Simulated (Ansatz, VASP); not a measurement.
**AlFe in VASP and in Ansatz**

```
CELL_PARAMETERS angstrom
2.91000 0.00000 0.00000
0.00000 2.91000 0.00000
0.00000 0.00000 2.91000
ATOMIC_POSITIONS crystal
Al 0.00082 0.00642 0.00817
Fe 0.49971 0.49245 0.49530
```

Alike in both runs: task single point; functional LDA; k mesh 7 × 7 × 7; collinear spin.

|  | VASP | Ansatz |
| --- | --- | --- |
| version | VASP 6.6.1 | Ansatz 0.2.0 |
| potentials or method | VASP PAW LDA potentials, release 64 (Al, Fe), cutoff 520 eV | plane waves, PAW |
| occupations | fermi-dirac, width 0.1 eV | fermi-dirac |
| valence electrons in the cell | 11 | 19 |

|  | VASP | Ansatz | Ansatz less VASP |
| --- | --- | --- | --- |
| pressure (GPa) | -15.6 | -15.8 | -0.22 |
| traceless stress, the component that is largest in VASP (GPa) | 0.20 | 0.20 | -0.003 |
| rms of the force components (eV/Å) | 0.202 | 0.200 | -0.0021 |
| net moment per atom (μB) | 0.31 | 0.34 | +0.028 |
| size of the moment on the site where the two differ most (μB) | 0.66 | 0.71 | +0.056 |

LDA's correlation is that of Perdew and Zunger in VASP and of Perdew and Wang (1992) in Ansatz. Site moments also hang on the region over which each program counts them. Atom by atom the forces differ by 0.002 eV/Å (rms over components). VASP's potentials hold 11 valence electrons a cell and Ansatz's 19, so a difference there can come from the potentials and not from the codes. Ansatz's warnings: stability check not made, stress scf threshold loose.
